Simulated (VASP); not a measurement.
Write the native input for VASP 6.6.1 that does the following.

```
Task                   : single point
Functional             : BLYP
Potentials or basis    : VASP PAW PBE potentials, release 64 (Se, Mg)
Cutoff                 : 600 eV
k mesh                 : 8 × 8 × 8
Occupations            : fermi-dirac, width 0.1 eV
Spin                   : non-collinear spin, zero start, spin-orbit coupling
Starting moments       : [[0.0, 0.0, 0.0], [0.0, 0.0, 0.0]] μB
Dipole correction      : no
Further INCAR settings : ALGO = Normal; EDIFF = 1e-06; NBANDS = 20
```

The structure of MgSe lies in POSCAR:

```
MgSe
1.0
    0.0000000000      2.7255000000      2.7255000000
    2.7255000000      0.0000000000      2.7255000000
    2.7255000000      2.7255000000      0.0000000000
Se Mg
1 1
Direct
    0.5000000000      0.5000000000      0.5000000000
    0.0000000000      0.0000000000      0.0000000000
```

The input as run:

INCAR

```
  AGGAC = 1.0
  AGGAX = 1.0
  ALDAC = 0.0
  ALDAX = 1.0
  ALGO = Normal
  EDIFF = 1E-6
  ENCUT = 600
  GGA = B5
  GGA_COMPAT = F
  ISIF = 2
  ISMEAR = -1
  LASPH = T
  LCHARG = T
  LORBIT = 11
  LORBMOM = T
  LREAL = F
  LSORBIT = T
  LVHAR = T
  LWAVE = F
  MAGMOM = 0 0 0 0 0 0
  NBANDS = 20
  NELM = 200
  PREC = Accurate
  SIGMA = 0.1
```

KPOINTS

```
k-points
0
Gamma
  8 8 8
```

Potentials or basis: VASP PAW PBE potentials, release 64 (Se, Mg).

Run with:

```sh
$ cat potpaw_PBE.64/Se/POTCAR potpaw_PBE.64/Mg/POTCAR > POTCAR
$ mpirun -np 1 vasp_ncl > vasp.out
```

Results of the run:

```json
{
  "Pressure": "4.5 GPa",
  "Net moment": "0.00 μB per cell",
  "Valence electrons inside the program's atomic spheres": "Se 4.00; Mg 0.30"
}
```

Caveat: the cell stands under pressure; the PAW data sets were made with another functional, which shifts forces and pressure a little.

Wall time 66 s on 1 thread of Intel Xeon 8259CL, on a shared host, peak memory 0.33 GiB.
